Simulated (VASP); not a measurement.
# Rh (Pm-3m) in VASP: notebook, part 2 of 2

VASP 6.6.1. The steps go on from the part before.

### Step 3. Relaxation of cell and atoms, LDA

This run uses another cell than the first one, of 14.85 Å³/atom, 0.868 times its volume.

INCAR

```
PREC     = Accurate       # precision mode
ENCUT    = 600            # plane-wave cutoff, eV
EDIFF    = 1E-6           # SCF threshold, eV
ISMEAR   = -1             # smearing method
SIGMA    = 0.1            # smearing width, eV
LREAL    = F              # projectors in reciprocal space
LASPH    = T              # aspherical terms in the spheres
NELM     = 100            # most SCF steps
ALGO     = Normal         # electronic algorithm
ISIF     = 3              # what is computed and relaxed
LWAVE    = F              # write WAVECAR
LCHARG   = F              # write CHGCAR
GGA      = CA             # functional
IBRION   = 2              # ionic algorithm
NSW      = 80             # ionic steps
EDIFFG   = -0.01          # ionic threshold
```

KPOINTS

```
Automatic mesh
0
Gamma
  13 13 13
```

POSCAR

```
Rh
1.0
    2.4580591709      0.0000000000      0.0000000000
    0.0000000000      2.4580591709      0.0000000000
    0.0000000000      0.0000000000      2.4580591709
Rh
1
Direct
    0.0000000000      0.0000000000      0.0000000000
```

Potentials or basis: VASP PAW LDA potentials, release 64 (Rh_pv).

The run is started by

```bash
$ cat potpaw_LDA.64/Rh_pv/POTCAR > POTCAR
$ mpirun -np 1 vasp_std > vasp.out
```

OUTCAR:

```text
PREC = Accurate
   ENCUT = 600
   EDIFF = 1E-6
   ISMEAR = -1
   LREAL = F
   LASPH = T
   NELM = 100
   ISIF = 3
   GGA = CA
   IBRION = 2
   NSW = 80
   EDIFFG = -0.01

 ion  position               nearest neighbor table
   1  0.000  0.000  0.000-

  LATTYP: Found a simple cubic cell.
 ALAT       =     2.4580591709

  Lattice vectors:

 A1 = (   2.4580591709,   0.0000000000,   0.0000000000)
 A2 = (   0.0000000000,   2.4580591709,   0.0000000000)
 A3 = (   0.0000000000,   0.0000000000,   2.4580591709)

Analysis of symmetry for initial positions (statically):
=====================================================================
 Subroutine PRICEL returns:
 Original cell was already a primitive cell.

 Routine SETGRP: Setting up the symmetry group for a
 simple cubic supercell.

 Subroutine GETGRP returns: Found 48 space group operations
 (whereof 48 operations were pure point group operations)
 out of a pool of 48 trial point group operations.

The static configuration has the point symmetry O_h .

Analysis of symmetry for dynamics (positions and initial velocities):
=====================================================================
 Subroutine PRICEL returns:
 Original cell was already a primitive cell.

 Routine SETGRP: Setting up the symmetry group for a
 simple cubic supercell.

 Subroutine GETGRP returns: Found 48 space group operations
 (whereof 48 operations were pure point group operations)
 out of a pool of 48 trial point group operations.

The dynamic configuration has the point symmetry O_h .

 Subroutine INISYM returns: Found 48 space group operations
 (whereof 48 operations are pure point group operations),
 and found     1 'primitive' translations

----------------------------------------------------------------------------------------

                                     Primitive cell

  volume of cell :      14.8517

  direct lattice vectors                    reciprocal lattice vectors
     2.458059171  0.000000000  0.000000000     0.406825032  0.000000000  0.000000000
     0.000000000  2.458059171  0.000000000     0.000000000  0.406825032  0.000000000
     0.000000000  0.000000000  2.458059171     0.000000000  0.000000000  0.406825032

  length of vectors
     2.458059171  2.458059171  2.458059171     0.406825032  0.406825032  0.406825032

  position of ions in fractional coordinates (direct lattice)
     0.000000000  0.000000000  0.000000000

  ion indices of the primitive-cell ions
   primitive index   ion index
                 1           1

----------------------------------------------------------------------------------------

 KPOINTS: Automatic mesh

Automatic generation of k-mesh.
 Grid dimensions read from file:
 generate k-points for:   13   13   13

 Generating k-lattice:

  Cartesian coordinates                     Fractional coordinates (reciprocal lattice)
     0.031294233  0.000000000  0.000000000     0.076923077  0.000000000  0.000000000
     0.000000000  0.031294233  0.000000000     0.000000000  0.076923077  0.000000000
     0.000000000  0.000000000  0.031294233     0.000000000  0.000000000  0.076923077

  Length of vectors
     0.031294233  0.031294233  0.031294233

  Shift w.r.t. Gamma in fractional coordinates (k-lattice)
     0.000000000  0.000000000  0.000000000

 Subroutine IBZKPT returns following result:
 ===========================================

 Found     84 irreducible k-points:

 Following reciprocal coordinates:
            Coordinates               Weight
  0.000000  0.000000  0.000000      1.000000
  0.076923  0.000000  0.000000      6.000000
  0.153846  0.000000  0.000000      6.000000
  0.230769  0.000000  0.000000      6.000000
  0.307692  0.000000  0.000000      6.000000
  0.384615  0.000000  0.000000      6.000000
[... 16 lines left out ...]
  0.307692  0.307692  0.000000     12.000000
  0.384615  0.307692  0.000000     24.000000
 [... further k-points ...]
   k-points           NKPTS =     84   k-points in BZ     NKDIM =     84   number of bands    NBANDS=     11
   number of dos      NEDOS =    301   number of ions     NIONS =      1
   total plane-waves  NPLWV =   8000
   dimension x,y,z NGX =    20 NGY =   20 NGZ =   20
   dimension x,y,z NGXF=    40 NGYF=   40 NGZF=   40
   ions per type =               1
   NGX,Y,Z   is equivalent  to a cutoff of  13.53, 13.53, 13.53 a.u.
   NGXF,Y,Z  is equivalent  to a cutoff of  27.05, 27.05, 27.05 a.u.
 SYSTEM =  unknown system
   PREC   = accura    normal or accurate (medium, high low for compatibility)
   ISTART =      0    job   : 0-new  1-cont  2-samecut
   ICHARG =      2    charge: 1-file 2-atom 10-const
   ISPIN  =      1    spin polarized calculation?
   LNONCOLLINEAR =      F non collinear calculations
   LSORBIT =      F    spin-orbit coupling
   LASPH  =      T    aspherical Exc in radial PAW
   ENCUT  =  600.0 eV  44.10 Ry    6.64 a.u.   4.91  4.91  4.91*2*pi/ulx,y,z
   NELM   =    100;   NELMIN=  2; NELMDL= -5     # of ELM steps
   EDIFF  = 0.1E-05   stopping-criterion for ELM
   LREAL  =      F    real-space projection
   EDIFFG = -.1E-01   stopping-criterion for IOM
   NSW    =     80    number of steps for IOM
   IBRION =      2    ionic relax: 0-MD 1-quasi-New 2-CG
   NFREE  =      1    steps in history (QN), initial steepest desc. (CG)
   ISIF   =      3    stress and relaxation
   ISYM   =      2    0-nonsym 1-usesym 2-fastsym
   POTIM  = 0.5000    time-step for ionic-motion
   TEBEG  =    0.0;   TEEND  =   0.0 temperature during run
   PSTRESS=    0.0 pullay stress
   NELECT =      15.0000    total number of electrons
   NUPDOWN=      -1.0000    fix difference up-down
   EMIN   =  10.00;   EMAX   =-10.00  energy-range for DOS
   EFERMI =   0.00;   METHOD = LEGACY
   ISMEAR =    -1;   SIGMA  =   0.10  broadening in eV -4-tet -1-fermi 0-gaus
   EFERMI_NEDOS =   21; number of points for ismear=-14 and -15
   IALGO  =     38    algorithm
   IMIX   =      4    mixing-type and parameters
     AMIX     =   0.40;   BMIX     =  1.00
     AMIX_MAG =   1.60;   BMIX_MAG =  1.00
  volume/ion in A,a.u.               =      14.85       100.22
  Fermi-wavevector in a.u.,A,eV,Ry     =   1.642529  3.103929 36.707157  2.697900
  Thomas-Fermi vector in A             =   2.732816
   LORBIT       =      0    0 simple, 1 ext, 2 COOP (PROOUT), +10 PAW based schemes
   GGA     = CA    functional components
   LHFCALC =     F    Hartree Fock is set to
   AEXX    =    0.0000 exact exchange contribution
   IVDW    =     0    specifies the selected vdW correction
   LEPSILON=     F    determine dielectric tensor
   LRPA    =     F    only Hartree local field effects (RPA)
 conjugate gradient relaxation of ions
 non-spin polarized calculation
  energy-cutoff  :      600.00
  volume of cell :       14.85
 maximum number of plane-waves:       509
 NGX is ok and might be reduce to    20
   NGX =  9   NGY =  9   NGZ =  9

--------------------------------------- Ionic step        1  -------------------------------------------

 number of electron      15.0000003 magnetization

 Free energy of the ion-electron system (eV)
  ---------------------------------------------------
  ext. energy  EPLUGINS =         0.00000000
  ---------------------------------------------------
  free energy    TOTEN  =        -7.80471835 eV

  energy without entropy =       -7.75341674  energy(sigma->0) =       -7.77906754

 E-fermi :  10.4702     XC(G=0): -13.7096

 val. band max:       10.4674207070   @ k =   0.2308   0.2308   0.0000
 cond. band min:      10.4768741141   @ k =   0.4615   0.1538   0.1538
 fundamental gap:      0.0094534071
 Fermi energy:        10.4701900217

 k-point     1 :       0.0000    0.0000    0.0000
  band No.  band energies     occupation
      1     -35.4359      2.00000
      2     -35.4359      2.00000
      3     -35.4359      2.00000
      4       3.0698      2.00000
      5       4.6670      2.00000
      6       4.6670      2.00000
      7      11.4040      0.00018
      8      11.4040      0.00018
      9      11.4040      0.00018
     10      27.8640      0.00000
     11      27.8640      0.00000
[... 424 lines left out ...]
  energy  without entropy=       -7.7614626403  energy(sigma->0) =       -7.78838864

--------------------------------------- Ionic step        4  -------------------------------------------

 number of electron      14.9999995 magnetization

 Free energy of the ion-electron system (eV)
  ---------------------------------------------------
  ext. energy  EPLUGINS =         0.00000000
  ---------------------------------------------------
  free energy    TOTEN  =        -7.81532377 eV

  energy without entropy =       -7.76152925  energy(sigma->0) =       -7.78842651

 E-fermi :   9.9451     XC(G=0): -13.5211

 val. band max:        9.9423521249   @ k =   0.2308   0.2308   0.0000
 cond. band min:       9.9524995242   @ k =   0.4615   0.1538   0.1538
 fundamental gap:      0.0101473993
 Fermi energy:         9.9451443698

 k-point     1 :       0.0000    0.0000    0.0000
  band No.  band energies     occupation
      1     -35.9174      2.00000
      2     -35.9174      2.00000
      3     -35.9174      2.00000
      4       2.7555      2.00000
      5       4.3908      2.00000
      6       4.3908      2.00000
      7      10.8300      0.00029
      8      10.8300      0.00029
      9      10.8300      0.00029
     10      27.1103      0.00000
     11      27.1103      0.00000
[... 350 lines left out ...]
  FREE ENERGIE OF THE ION-ELECTRON SYSTEM (eV)
  ---------------------------------------------------
  free  energy   TOTEN  =        -7.8153237731 eV

  energy  without entropy=       -7.7615292483  energy(sigma->0) =       -7.78842651

 reached required accuracy - stopping structural energy minimisation
```

Wall time 15 s (1 thread of Intel Xeon Platinum 8488C (Sapphire Rapids), shared host); peak memory 0.13 GiB.

Results:

```yaml
Free_energy: -7.8153 eV
Relaxed_volume: 15.32 Å³/atom
Relaxed_cell: a = 2.483 Å, b = 2.483 Å, c = 2.483 Å, α = 90.00°, β = 90.00°, γ = 90.00°
Space_group_after_relaxing_to_0.05_Å: Pm-3m (No. 221)
Energy_gained_by_relaxing: 10.6 meV/atom
Ionic_steps: 4
Pressure_after_relaxing: 0.0 GPa
```

Step by step:
```tsv
step	energy change (eV)	largest force (eV/Å)	pressure (GPa)	volume (Å³)
1	0.0000	0.0000	7.58	14.85
2	0.0386	0.0000	-13.45	16.41
3	-0.0106	0.0000	-0.17	15.33
4	-0.0106	0.0000	-0.03	15.32
```

Final structure:
```yaml
crystal:
  lattice:
    - [2.48345, 0.00000, 0.00000]
    - [0.00000, 2.48345, 0.00000]
    - [0.00000, 0.00000, 2.48345]
  atoms:
    - { symbol: Rh, position: [0.00000, 0.00000, 0.00000] }
```

Levels at points of the mesh, in eV from the Fermi level:
| k point | band 5 | band 6 | band 7 | band 8 | band 9 | band 10 | band 11 |
| --- | --- | --- | --- | --- | --- | --- | --- |
| (0.00, 0.00, 0.00) | -5.55 | -5.55 | 0.88 | 0.88 | 0.88 | 17.17 | 17.17 |

### Step 4. Single point, LDA

This run uses another cell than the first one, of 15.27 Å³/atom, 0.893 times its volume.

INCAR

```
SYSTEM = Rh
PREC = Accurate
ENCUT = 520
EDIFF = 1E-7
ISMEAR = -1
SIGMA = 0.1
LREAL = .FALSE.
LASPH = .TRUE.
NELM = 60
ALGO = Normal
ISIF = 2
LWAVE = .FALSE.
LCHARG = .FALSE.
NBANDS = 14
```

KPOINTS

```
Automatic mesh
0
G
  21 21 21
  0 0 0
```

POSCAR

```
Rh
1.0
    2.4810038578      0.0000000000      0.0000000000
    0.0000000000      2.4810038578      0.0000000000
    0.0000000000      0.0000000000      2.4810038578
Rh
1
Direct
    0.0000000000      0.0000000000      0.0000000000
```

The run is started by

```bash
$ cat potpaw_LDA.64/Rh_pv/POTCAR > POTCAR
$ mpirun -np 1 vasp_std > vasp.out
```

Run time: 20 s. Hardware: 1 thread of Intel Xeon Platinum 8488C (Sapphire Rapids), shared host; peak memory 0.16 GiB.

Results (log left out):

```yaml
Free_energy: -7.8168 eV
Pressure: 0.6 GPa
```

Levels at points of the mesh, in eV from the Fermi level:
```tsv
k point	band 4	band 5	band 6	band 7	band 8	band 9	band 10	band 11	band 12	band 13
(0.00, 0.00, 0.00)	-7.23	-5.61	-5.61	0.87	0.87	0.87	17.16	17.16	17.16	20.84
```

### Step 5. Single point, LDA, non-collinear spin, zero start, spin-orbit coupling

This run uses another cell than the first one, of 15.27 Å³/atom, 0.893 times its volume.

INCAR

```
PREC = Accurate ; ENCUT = 520
EDIFF = 1E-6 ; ISMEAR = -1
SIGMA = 0.1 ; LREAL = False
LASPH = True ; NELM = 150
ALGO = Normal ; ISIF = 2
LWAVE = False ; LCHARG = False
MAGMOM = 0 0 0 ; LORBIT = 11
LSORBIT = True ; GGA_COMPAT = False
LORBMOM = True ; LMAXMIX = 4
NBANDS = 26
```

KPOINTS

```
regular mesh
0
Gamma
  13 13 13
```

POSCAR is that of step 4.

The run is started by

```bash
$ cat potpaw_LDA.64/Rh_pv/POTCAR > POTCAR
$ mpirun -np 1 vasp_ncl > vasp.out
```

Run time: 25 s. Hardware: 1 thread of Intel Xeon Platinum 8488C (Sapphire Rapids), shared host; peak memory 0.16 GiB.

It converged, with:

- Free energy: -7.9824 eV
- Pressure: 1.0 GPa
- Net moment: 0.00 μB per cell
- Valence electrons inside the program's atomic spheres: Rh 13.88

Moments on the atoms (μB; x, y, z):
```
Rh  0.00 0.00 0.00
```

### Step 6. The runs side by side

| task | spin | cell | k mesh | cutoff (eV) | gap on the mesh (eV) | pressure (GPa) |
| --- | --- | --- | --- | --- | --- | --- |
| single point | off | a = 2.577 Å, 1 atom | 14 × 14 × 14 | 520 | none | -19.2 |
| relaxation of cell and atoms | off | relaxed from a = 2.458 Å, 1 atom | 13 × 13 × 13 | 600 | none | 0.0 |
| single point | off | a = 2.481 Å, 1 atom | 21 × 21 × 21 | 520 | none | 0.6 |
| single point | non-collinear, zero start, SOC | a = 2.481 Å, 1 atom | 13 × 13 × 13 | 520 | - | 1.0 |

Alike in all rows: level LDA; potentials or basis VASP PAW LDA potentials, release 64 (Rh_pv); smearing fermi-dirac 0.1 eV.

Total energies depend on the potentials used, so only differences within one code and one set of settings carry meaning.
